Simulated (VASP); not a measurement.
Input of a VASP 6.6.1 run:

The input INCAR:

```
  PREC = Accurate
  ENCUT = 520
  EDIFF = 1E-6
  ISMEAR = 0
  SIGMA = 0.05
  LREAL = F
  LASPH = T
  NELM = 100
  ALGO = Normal
  ISIF = 2
  LWAVE = F
  LCHARG = F
  NBANDS = 15
```

The input KPOINTS:

```
regular mesh
0
Gamma
  8 8 8
```

File POSCAR:

```
KF
1.0
    0.0000000000      2.5817196783      2.9689776300
    2.4913594896      0.0000000000      2.9689776300
    2.4913594896      2.5817196783      0.0000000000
K F
1 1
Direct
    0.0000000000      0.0000000000      0.0000000000
    0.5000000000      0.5000000000      0.5000000000
```

Potentials or basis: VASP PAW LDA potentials, release 64 (K_sv, F).

The run is started by

```sh
$ cat potpaw_LDA.64/K_sv/POTCAR potpaw_LDA.64/F/POTCAR > POTCAR
$ mpirun -np 1 vasp_std > vasp.out
```

Task: Predict the pressure.

Result: -1.3 GPa.

Task: Predict the band gap on the k mesh.

Result: 5.53 eV, direct.

Stress tensor (GPa, compression positive):
```
 2.09  0.00  0.00
 0.00 -1.00  0.00
 0.00  0.00 -5.10
```

Caveat: the cell differs from its parent crystal (normal strain along x -0.0350, normal strain along z +0.1500). A k mesh can miss the band edges.
